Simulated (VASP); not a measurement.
# SiC (P1) in VASP: single point with r2SCAN

Aim: the single point of SiC with r2SCAN.

Everything below comes from runs of VASP 6.6.1. Logs are shortened: lines on timing, memory, paths and dates and some standing lists are left out, and cuts for length are marked.

## Step 1: The cell of the first run

The typed cell holds 4 atoms: a = 3.066 Å, b = 2.928 Å, c = 5.100 Å, α = 88.25°, β = 93.18°, γ = 115.65°.

## Step 2: Single point, r2SCAN

File POSCAR:

```
SiC
1.0
    3.0605522852      0.1533445327     -0.0858919358
   -1.3974758817      2.5730143291      0.0468466366
   -0.1409981555      0.0073938303      5.0978133518
Si C
2 2
Direct
    0.3311083924      0.6659437285      0.0036976067
    0.6642695464      0.3299821077      0.5040872028
    0.3320915704      0.6667473998      0.3785774559
    0.6725304908      0.3373267640      0.8836377347
```

File INCAR.step1:

```
ALGO = Normal ; EDIFF = 1E-4
ENCUT = 520 ; GGA = PE
ISMEAR = 0 ; LASPH = True
LCHARG = False ; LREAL = False
LWAVE = True ; NBANDS = 16
NELM = 100 ; PREC = Accurate
SIGMA = 0.05
```

File INCAR.step2:

```
ALGO = Normal ; EDIFF = 1E-6
ENCUT = 520 ; ISIF = 2
ISMEAR = 0 ; ISTART = 1
LASPH = True ; LCHARG = True
LELF = True ; LMIXTAU = True
LREAL = False ; LVHAR = True
LWAVE = False ; METAGGA = R2SCAN
NBANDS = 16 ; NELM = 100
PREC = Accurate ; SIGMA = 0.05
```

File KPOINTS:

```
k-points
0
Gamma
  12 12 4
```

Potentials or basis: VASP PAW PBE potentials, release 64 (Si, C).

Command:

```console
> cat potpaw_PBE.64/Si/POTCAR potpaw_PBE.64/C/POTCAR > POTCAR
> cp INCAR.step1 INCAR
> mpirun -np 1 vasp_std > vasp.out
> cp INCAR.step2 INCAR
> mpirun -np 1 vasp_std > vasp.out
```

OUTCAR:

```text
EDIFF = 1E-6
   ENCUT = 520
   ISIF = 2
   ISMEAR = 0
   ISTART = 1
   LASPH = True
   LREAL = False
   METAGGA = R2SCAN
   NELM = 100
   PREC = Accurate

 ion  position               nearest neighbor table
   1  0.331  0.666  0.004-   4 1.84   4 1.88   4 1.90   3 1.91   2 2.99   2 3.08   2 3.10   2 3.10
                             2 3.13
   2  0.664  0.330  0.504-   3 1.78   3 1.87   4 1.94   3 1.98   1 2.99   1 3.08   1 3.10   1 3.10
                             1 3.13
   3  0.332  0.667  0.379-   2 1.78   2 1.87   1 1.91   2 1.98
   4  0.673  0.337  0.884-   1 1.84   1 1.88   1 1.90   2 1.94

  LATTYP: Found a triclinic cell.
 ALAT       =     3.0655949277
 B/A-ratio  =     2.2859168593
 C/A-ratio  =     1.0418217338
 COS(alpha) =     0.0182723869
 COS(beta)  =     0.5629057519
 COS(gamma) =     0.5779578578

  Lattice vectors:

 A1 = (  -3.0605522852,  -0.1533445327,   0.0858919358)
 A2 = (  -4.3170300114,   2.4122759661,  -4.9650747794)
 A3 = (  -1.6630764035,  -2.7263588618,   0.0390452992)

Analysis of symmetry for initial positions (statically):
=====================================================================
 Subroutine PRICEL returns:
 Original cell was already a primitive cell.

 Routine SETGRP: Setting up the symmetry group for a
 triclinic supercell.

 Subroutine GETGRP returns: Found  1 space group operations
 (whereof  1 operations were pure point group operations)
 out of a pool of  2 trial point group operations.

The static configuration has the point symmetry C_1 .

Analysis of symmetry for dynamics (positions and initial velocities):
=====================================================================
 Subroutine PRICEL returns:
 Original cell was already a primitive cell.

 Routine SETGRP: Setting up the symmetry group for a
 triclinic supercell.

 Subroutine GETGRP returns: Found  1 space group operations
 (whereof  1 operations were pure point group operations)
 out of a pool of  2 trial point group operations.

The dynamic configuration has the point symmetry C_1 .

 Subroutine INISYM returns: Found  1 space group operations
 (whereof  1 operations are pure point group operations),
 and found     1 'primitive' translations

----------------------------------------------------------------------------------------

                                     Primitive cell

  volume of cell :      41.2046

  direct lattice vectors                    reciprocal lattice vectors
     3.060552285  0.153344533 -0.085891936     0.318323843  0.172734823  0.008553845
    -1.397475882  2.573014329  0.046846637    -0.018987134  0.378356326 -0.001073922
    -0.140998155  0.007393830  5.097813352     0.005537852 -0.000566555  0.196316528

  length of vectors
     3.065594928  2.928401643  5.099768242     0.362271385  0.378833966  0.196395437

  position of ions in fractional coordinates (direct lattice)
     0.331108392  0.665943728  0.003697607
     0.664269546  0.329982108  0.504087203
     0.332091570  0.666747400  0.378577456
     0.672530491  0.337326764  0.883637735

  ion indices of the primitive-cell ions
   primitive index   ion index
                 1           1
                 2           2
                 3           3
                 4           4

----------------------------------------------------------------------------------------

 KPOINTS: k-points

Automatic generation of k-mesh.
 Grid dimensions read from file:
 generate k-points for:   12   12    4

 Generating k-lattice:

  Cartesian coordinates                     Fractional coordinates (reciprocal lattice)
     0.026526987  0.014394569  0.000712820     0.083333333 -0.000000000  0.000000000
    -0.001582261  0.031529694 -0.000089493    -0.000000000  0.083333333  0.000000000
     0.001384463 -0.000141639  0.049079132     0.000000000  0.000000000  0.250000000

  Length of vectors
     0.030189282  0.031569497  0.049098859

  Shift w.r.t. Gamma in fractional coordinates (k-lattice)
     0.000000000  0.000000000  0.000000000

 Subroutine IBZKPT returns following result:
 ===========================================

 Found    292 irreducible k-points:

 Following reciprocal coordinates:
            Coordinates               Weight
  0.000000  0.000000  0.000000      1.000000
  0.083333  0.000000 -0.000000      2.000000
  0.166667  0.000000  0.000000      2.000000
  0.250000  0.000000  0.000000      2.000000
  0.333333  0.000000  0.000000      2.000000
  0.416667  0.000000  0.000000      2.000000
[... 16 lines left out ...]
  0.250000  0.166667  0.000000      2.000000
  0.333333  0.166667  0.000000      2.000000
 [... further k-points ...]
   k-points           NKPTS =    292   k-points in BZ     NKDIM =    292   number of bands    NBANDS=     16
   number of dos      NEDOS =    301   number of ions     NIONS =      4
   total plane-waves  NPLWV =  23040
   dimension x,y,z NGX =    24 NGY =   24 NGZ =   40
   dimension x,y,z NGXF=    48 NGYF=   48 NGZF=   80
   ions per type =               2   2
   NGX,Y,Z   is equivalent  to a cutoff of  13.02, 13.62, 13.04 a.u.
   NGXF,Y,Z  is equivalent  to a cutoff of  26.03, 27.25, 26.08 a.u.
 SYSTEM =  unknown system
   PREC   = accura    normal or accurate (medium, high low for compatibility)
   ISTART =      1    job   : 0-new  1-cont  2-samecut
   ICHARG =      0    charge: 1-file 2-atom 10-const
   ISPIN  =      1    spin polarized calculation?
   LNONCOLLINEAR =      F non collinear calculations
   LSORBIT =      F    spin-orbit coupling
   LASPH  =      T    aspherical Exc in radial PAW
   ENCUT  =  520.0 eV  38.22 Ry    6.18 a.u.   5.70  5.44  9.48*2*pi/ulx,y,z
   NELM   =    100;   NELMIN=  2; NELMDL=  0     # of ELM steps
   EDIFF  = 0.1E-05   stopping-criterion for ELM
   LREAL  =      F    real-space projection
   EDIFFG = 0.1E-04   stopping-criterion for IOM
   NSW    =      0    number of steps for IOM
   IBRION =     -1    ionic relax: 0-MD 1-quasi-New 2-CG
   NFREE  =      0    steps in history (QN), initial steepest desc. (CG)
   ISIF   =      2    stress and relaxation
   ISYM   =      2    0-nonsym 1-usesym 2-fastsym
   POTIM  = 0.5000    time-step for ionic-motion
   TEBEG  =    0.0;   TEEND  =   0.0 temperature during run
   PSTRESS=    0.0 pullay stress
   NELECT =      16.0000    total number of electrons
   NUPDOWN=      -1.0000    fix difference up-down
   EMIN   =  10.00;   EMAX   =-10.00  energy-range for DOS
   EFERMI =   0.00;   METHOD = LEGACY
   ISMEAR =     0;   SIGMA  =   0.05  broadening in eV -4-tet -1-fermi 0-gaus
   EFERMI_NEDOS =   21; number of points for ismear=-14 and -15
   IALGO  =     38    algorithm
   IMIX   =      4    mixing-type and parameters
     AMIX     =   0.40;   BMIX     =  1.00
     AMIX_MAG =   1.60;   BMIX_MAG =  1.00
  volume/ion in A,a.u.               =      10.30        69.52
  Fermi-wavevector in a.u.,A,eV,Ry     =   1.194354  2.257001 19.408452  1.426481
  Thomas-Fermi vector in A             =   2.330346
   LORBIT       =      0    0 simple, 1 ext, 2 COOP (PROOUT), +10 PAW based schemes
   METAGGA = R2SCAN    functional components
   LHFCALC =     F    Hartree Fock is set to
   AEXX    =    0.0000 exact exchange contribution
   IVDW    =     0    specifies the selected vdW correction
   LEPSILON=     F    determine dielectric tensor
   LRPA    =     F    only Hartree local field effects (RPA)
 non-spin polarized calculation
 Gauss-broadening in eV      SIGMA  =   0.05
  energy-cutoff  :      520.00
  volume of cell :       41.20
 maximum number of plane-waves:      1125
   NGX = 11   NGY = 11   NGZ = 19

 number of electron      16.0000000 magnetization

 Free energy of the ion-electron system (eV)
  ---------------------------------------------------
  ext. energy  EPLUGINS =         0.00000000
  ---------------------------------------------------
  free energy    TOTEN  =       -38.22970454 eV

  energy without entropy =      -38.22970454  energy(sigma->0) =      -38.22970454

 E-fermi :   8.8737     XC(G=0): -11.9483

 val. band max:        8.6081710279   @ k =   0.0000   0.0000   0.0000
 cond. band min:      10.4536802719   @ k =   0.5000   0.5000   0.0000
 fundamental gap:      1.8455092440
 Fermi energy:         8.8737496695

 k-point     1 :       0.0000    0.0000    0.0000
  band No.  band energies     occupation
      1      -8.2093      2.00000
      2      -4.7038      2.00000
      3      -0.8304      2.00000
      4       6.4338      2.00000
      5       7.2928      2.00000
      6       7.8415      2.00000
[... 8 lines left out ...]
     15      18.9330      0.00000
     16      19.6154      0.00000

 k-point     2 :       0.0833    0.0000   -0.0000
  band No.  band energies     occupation
      1      -8.0942      2.00000
      2      -4.6076      2.00000
      3      -0.7245      2.00000
      4       5.6911      2.00000
      5       7.0948      2.00000
      6       7.3915      2.00000
[... 8 lines left out ...]
     15      18.6140      0.00000
     16      19.3506      0.00000

 k-point     3 :       0.1667    0.0000    0.0000
  band No.  band energies     occupation
      1      -7.7528      2.00000
      2      -4.3286      2.00000
      3      -0.4193      2.00000
      4       4.1260      2.00000
      5       6.1429      2.00000
      6       6.7675      2.00000
[... 8 lines left out ...]
     15      18.5966      0.00000
     16      19.5404      0.00000

 k-point     4 :       0.2500    0.0000    0.0000
  band No.  band energies     occupation
      1      -7.1990      2.00000
      2      -3.9051      2.00000
      3       0.0165      2.00000
      4       2.5032      2.00000
      5       4.6927      2.00000
      6       6.3257      2.00000
[... 8 lines left out ...]
     15      19.1189      0.00000
     16      19.9825      0.00000
[... 324 lines left out ...]
 k-point    22 :       0.1667    0.1667    0.0000
  band No.  band energies     occupation
      1      -6.8642      2.00000
      2      -3.6433      2.00000
      3       0.2975      2.00000
      4       2.7823      2.00000
      5       3.8772      2.00000
      6       5.4018      2.00000
[... 8 lines left out ...]
     15      19.6070      0.00000
     16      20.3304      0.00000

 k-point    23 :       0.2500    0.1667    0.0000
  band No.  band energies     occupation
      1      -6.1613      2.00000
      2      -3.2348      2.00000
      3       0.4778      2.00000
      4       1.9576      2.00000
      5       3.1338      2.00000
      6       4.3818      2.00000
[... 8 lines left out ...]
     15      19.7596      0.00000
     16      20.7807      0.00000

 k-point    24 :       0.3333    0.1667    0.0000
  band No.  band energies     occupation
      1      -5.3711      2.00000
      2      -3.0697      2.00000
      3       0.0753      2.00000
      4       2.0326      2.00000
      5       2.5335      2.00000
      6       3.8188      2.00000
[... 8 lines left out ...]
     15      20.0955      0.00000
     16      21.2571      0.00000

 [... further k-points ...]

------------------------ aborting loop because EDIFF is reached ----------------------------------------

  FORCE on cell =-STRESS in cart. coord.  units (eV):
  Direction    XX          YY          ZZ          XY          YZ          ZX
  --------------------------------------------------------------------------------------
  -------------------------------------------------------------------------------------
  Total        1.4439795      1.7085534     -1.4648964     -6.3228286      0.0368339      2.5724232
  in kB       56.1469429     66.4344953    -56.9602636   -245.8535543      1.4322299    100.0247549
  external PRESSURE =      21.8737249 kB  Pullay stress =       0.0000000 kB

 VOLUME and BASIS-vectors are now :
 -----------------------------------------------------------------------------
  energy-cutoff  :      520.00
  volume of cell :       41.20
      direct lattice vectors                 reciprocal lattice vectors
     3.060552285  0.153344533 -0.085891936     0.318323843  0.172734823  0.008553845
    -1.397475882  2.573014329  0.046846637    -0.018987134  0.378356326 -0.001073922
    -0.140998155  0.007393830  5.097813352     0.005537852 -0.000566555  0.196316528

 POSITION                                       TOTAL-FORCE (eV/Angst)
 -----------------------------------------------------------------------------------
      0.08221      1.76428      0.02161        -0.169659      0.287052      0.316264
      1.50081      0.95464      2.52815         1.130462     -0.185902      0.443709
      0.03124      1.76927      1.93263        -1.285600      0.256874     -0.157785
      1.46232      0.97761      4.46266         0.324796     -0.358025     -0.602187
 -----------------------------------------------------------------------------------
    total drift:                               -0.000108     -0.000084      0.000078

  FREE ENERGIE OF THE ION-ELECTRON SYSTEM (eV)
  ---------------------------------------------------
  free  energy   TOTEN  =       -38.2297045429 eV

  energy  without entropy=      -38.2297045429  energy(sigma->0) =      -38.22970454
```

It took 12 min on 1 thread of AMD EPYC 7R43 (Zen 3), shared host; peak memory 0.24 GiB.

What came out:

```yaml
Free_energy: -38.2297 eV
Pressure: 2.2 GPa
Largest_force: 1.320 eV/Å
Band_gap_on_the_k_mesh: 1.85 eV (least direct gap 4.18 eV)
```

Forces on the atoms (eV/Å):
```
Si  -0.170  0.287  0.316
Si   1.130 -0.186  0.444
C   -1.286  0.257 -0.158
C    0.325 -0.358 -0.602
```

Levels at points of the mesh, in eV from the valence-band top:
```tsv
k point	band 6	band 7	band 8	band 9	band 10	band 11
(0.00, 0.00, 0.00)	-0.77	-0.54	0.00	4.41	5.75	6.65
(0.50, 0.00, 0.00)	-3.84	-2.92	-1.00	4.16	4.31	7.64
(0.00, 0.50, 0.00)	-4.03	-3.43	-1.70	3.00	4.11	6.33
(0.50, 0.50, 0.00)	-4.61	-3.64	-2.33	1.85	3.81	5.98
(0.00, 0.00, 0.50)	-1.24	-0.88	-0.54	5.14	5.57	7.18
(0.50, 0.00, 0.50)	-2.78	-2.21	-2.01	3.08	3.87	5.87
(0.00, 0.50, 0.50)	-3.00	-2.83	-2.55	3.23	3.34	5.29
(0.50, 0.50, 0.50)	-3.59	-3.08	-2.38	2.54	2.77	4.56
```

Caveat: the PAW data sets were made with another functional, which shifts forces and pressure a little. A k mesh can miss the band edges.
